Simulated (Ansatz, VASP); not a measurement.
MgCdSe: VASP beside Ansatz

```
Mg Cd Se
1.0
     4.77482    0.00000    0.00000
    -2.38741    4.13512    0.00000
     0.00000    0.00000    3.60440
Mg Cd Se
1 1 1
Direct
  0.66667 0.33333 0.50000
  0.33333 0.66667 0.00000
  0.00000 0.00000 0.00000
```

Change from the starting cell: species swapped into the PrNiAs type (P-6m2, No. 187).

Alike in both runs: functional PBE; k mesh 6 × 6 × 4; occupations gaussian, width 0.1 eV; no spin polarisation.

Ansatz relaxed the structure, and its values are those at the end. VASP's run is a single point on that final structure, the one shown.

```csv
,VASP,Ansatz
version,VASP 6.6.1,Ansatz 0.2.0
potentials or method,"VASP PAW PBE potentials, release 64 (Mg, Cd, Se), cutoff 520 eV","scalar-relativistic, plane waves, PAW"
valence electrons in the cell,20,46
```

|  | VASP | Ansatz | Ansatz less VASP |
| --- | --- | --- | --- |
| gap on the k mesh at the Fermi level (eV) | none | none | - |
| pressure (GPa) | 0.3 | 0.2 | -0.11 |

A gap of «none» marks a metal or a gap that the smearing closes. The functional is the same, so the differences come from potentials, cutoffs and numerics. VASP's potentials hold 20 valence electrons a cell and Ansatz's 46, so a difference there can come from the potentials and not from the codes.

The k mesh is coarse, so the values compare programs but aren't converged.
